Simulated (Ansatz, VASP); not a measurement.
# One calculation of Cd4Se, two programs

```
Cd Se
1.0
     6.14543    0.00000    0.00000
     0.00000    6.14543    0.00000
     0.00000    0.00000    6.59475
Cd Se
8 2
Direct
  0.33249 0.83249 0.70137
  0.16751 0.33249 0.70137
  0.66751 0.16751 0.70137
  0.83249 0.66751 0.70137
  0.66751 0.83249 0.29863
  0.83249 0.33249 0.29863
  0.16751 0.66751 0.29863
  0.33249 0.16751 0.29863
  0.00000 0.00000 0.00000
  0.50000 0.50000 0.00000
```

Alike in both runs: functional PBE; k mesh 3 × 3 × 3; occupations gaussian, width 0.2 eV; no spin polarisation.

Ansatz relaxed the structure, and its values are those at the end. VASP's run is a single point on that final structure, the one shown.

|  | VASP | Ansatz |
| --- | --- | --- |
| version | VASP 6.6.1 | Ansatz 0.2.0 |
| potentials or method | VASP PAW PBE potentials, release 64 (Cd, Se), cutoff 520 eV | scalar-relativistic, plane waves, PAW |
| valence electrons in the cell | 108 | 192 |

Ansatz gave:

| Item | Value |
| --- | --- |
| gap on the k mesh at the Fermi level (eV) | none |
| pressure (GPa) | -0.3 |
| rms of the force components (eV/Å) | 0.053 |

Q: What did VASP give for the same quantities?

A: gap on the k mesh at the Fermi level (eV): none; pressure (GPa): -0.1; rms of the force components (eV/Å): 0.055.

A gap of «none» marks a metal or a gap that the smearing closes. VASP's potentials hold 108 valence electrons a cell and Ansatz's 192, so a difference there can come from the potentials and not from the codes.
